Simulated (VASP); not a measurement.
Set up this calculation in VASP 6.6.1, as the native input.

```yaml
Task: single point
Functional: r2SCAN
Dispersion: D3(BJ)
Potentials_or_basis: VASP PAW PBE potentials, release 64 (Mo_sv, S)
Cutoff: 520 eV
k_mesh: 9 × 9 × 4
Occupations: fermi-dirac, width 0.05 eV
Spin: no spin polarisation
Dipole_correction: no
Further_INCAR_settings: ALGO = Normal; EDIFF = 1e-07; NBANDS = 20
```

The system is MoS2.

```
Mo S
1.0
     3.16158    0.00000    0.00000
    -1.58079    2.73801    0.00000
     0.00000    0.00000    6.18361
Mo S
1 2
Cartesian
  0.0000 0.0000 3.0918
  1.5808 0.9127 4.6048
  0.0000 1.8253 1.5788
```

The input as run:

POSCAR

```
MoS2
1.0
    3.1615794509      0.0000000000      0.0000000000
   -1.5807897255      2.7380081205      0.0000000000
    0.0000000000      0.0000000000      6.1836112739
Mo S
1 2
Direct
    0.0000000000      0.0000000000      0.5000000000
    0.6666666667      0.3333333333      0.7446806800
    0.3333333333      0.6666666667      0.2553193200
```

INCAR.step1

```
SYSTEM = MoS2
PREC     = Accurate       ! precision mode
ENCUT    = 520            ! plane-wave cutoff, eV
ISMEAR   = -1             ! smearing method
SIGMA    = 0.05           ! smearing width, eV
LREAL    = .FALSE.        ! projectors in reciprocal space
LASPH    = .TRUE.         ! aspherical terms in the spheres
NELM     = 60             ! most SCF steps
NBANDS   = 20             ! bands
GGA      = PE             ! functional
ALGO     = Normal         ! electronic algorithm
EDIFF    = 1E-4           ! SCF threshold, eV
LWAVE    = .TRUE.         ! write WAVECAR
LCHARG   = .FALSE.        ! write CHGCAR
```

INCAR.step2

```
SYSTEM = MoS2
PREC     = Accurate       ! precision mode
ENCUT    = 520            ! plane-wave cutoff, eV
EDIFF    = 1E-7           ! SCF threshold, eV
ISMEAR   = -1             ! smearing method
SIGMA    = 0.05           ! smearing width, eV
LREAL    = .FALSE.        ! projectors in reciprocal space
LASPH    = .TRUE.         ! aspherical terms in the spheres
NELM     = 60             ! most SCF steps
ALGO     = Normal         ! electronic algorithm
ISIF     = 2              ! what is computed and relaxed
LWAVE    = .FALSE.        ! write WAVECAR
LCHARG   = .TRUE.         ! write CHGCAR
METAGGA  = R2SCAN         ! meta-GGA
LMIXTAU  = .TRUE.       
IVDW     = 12             ! dispersion correction
VDW_S6   = 1.0          
VDW_S8   = 0.78981345   
VDW_A1   = 0.49484001   
VDW_A2   = 5.73083694   
LELF     = .TRUE.         ! ELF
LVHAR    = .TRUE.       
NBANDS   = 20             ! bands
ISTART   = 1
```

KPOINTS

```
Automatic mesh
0
G
  9 9 4
  0 0 0
```

Potentials or basis: VASP PAW PBE potentials, release 64 (Mo_sv, S).

Command:

```bash
$ cat potpaw_PBE.64/Mo_sv/POTCAR potpaw_PBE.64/S/POTCAR > POTCAR
$ cp INCAR.step1 INCAR
$ mpirun -np 1 vasp_std > vasp.out
$ cp INCAR.step2 INCAR
$ mpirun -np 1 vasp_std > vasp.out
```

It gave:

The pressure is 7.8 GPa and the largest force is 1.185 eV/Å. The band gap on the k mesh is zero (bands 13 and 14 overlap by 1.21 eV). The dispersion energy per atom is -0.200 eV.

Caveat: the cell stands under pressure; the PAW data sets were made with another functional, which shifts forces and pressure a little.

Wall time 3.5 min on 1 thread of Intel Xeon 8259CL, on a shared host, peak memory 0.21 GiB.
